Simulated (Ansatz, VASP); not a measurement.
## Te2Mo in VASP and in Ansatz

```
CELL_PARAMETERS angstrom
3.55585 0.00000 0.00000
-1.77793 3.07946 0.00000
0.00000 0.00000 24.86679
ATOMIC_POSITIONS crystal
Te 0.33333 0.66667 0.08096
Te 0.66667 0.33333 0.77364
Te 0.66667 0.33333 0.91904
Te 0.33333 0.66667 0.22636
Mo 0.33333 0.66667 0.84631
Mo 0.66667 0.33333 0.15369
```

Alike in both runs: functional PBE; k mesh 12 × 12 × 2; occupations gaussian, width 0.02 eV; no spin polarisation.

Ansatz relaxed the structure, and its values are those at the end. VASP's run is a single point on that final structure, the one shown.

|  | VASP | Ansatz |
| --- | --- | --- |
| version | VASP 6.6.1 | Ansatz 0.2.0 |
| potentials or method | VASP PAW PBE potentials, release 64 (Te, Mo_sv), cutoff 520 eV | scalar-relativistic, plane waves, PAW |
| valence electrons in the cell | 52 | 92 |

VASP gave:

```
gap on the k mesh at the Fermi level (eV) : 1.05
least direct gap on the mesh (eV)         : 1.05
rms of the force components (eV/Å)        : 0.007
```

Q: What did Ansatz give for the same quantities?

A: gap on the k mesh at the Fermi level (eV): 1.06; least direct gap on the mesh (eV): 1.06; rms of the force components (eV/Å): 0.001.

VASP's potentials hold 52 valence electrons a cell and Ansatz's 92, so a difference there can come from the potentials and not from the codes. Ansatz's warnings: xc potential rough in thin density.

Neither program's run includes spin-orbit coupling.
